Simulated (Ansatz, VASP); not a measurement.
**Ga3Se: VASP beside Ansatz**

```
CELL_PARAMETERS angstrom
4.22492 0.00000 0.00000
0.00000 4.54179 0.00000
0.00000 0.00000 4.22492
ATOMIC_POSITIONS crystal
Ga 0.00000 0.50000 0.50000
Ga 0.50000 0.00000 0.50000
Ga 0.50000 0.50000 0.00000
Se 0.00000 0.00000 0.00000
```

Change from the starting cell: strain +0.0750 x Voigt [0, 1, 0, 0, 0, 0], atoms carried along.

Alike in both runs: task single point; functional PBEsol; dispersion D3(BJ); k mesh 12 × 12 × 12; occupations gaussian, width 0.15 eV; no spin polarisation.

|  | VASP | Ansatz |
| --- | --- | --- |
| version | VASP 6.6.1 | Ansatz 0.2.0 |
| potentials or method | VASP PAW PBE potentials, release 64 (Ga_d, Se), cutoff 520 eV | scalar-relativistic, plane waves, PAW |
| valence electrons in the cell | 45 | 55 |

|  | VASP | Ansatz | Ansatz less VASP |
| --- | --- | --- | --- |
| gap on the k mesh at the Fermi level (eV) | none | none | - |
| pressure (GPa) | -3.4 | -3.5 | -0.08 |
| traceless stress, the component that is largest in VASP (GPa) | -0.27 | -0.27 | +0.001 |

VASP's potentials were made for PBE, not for PBEsol. A gap of «none» marks a metal or a gap that the smearing closes. VASP's potentials hold 45 valence electrons a cell and Ansatz's 55, so a difference there can come from the potentials and not from the codes.
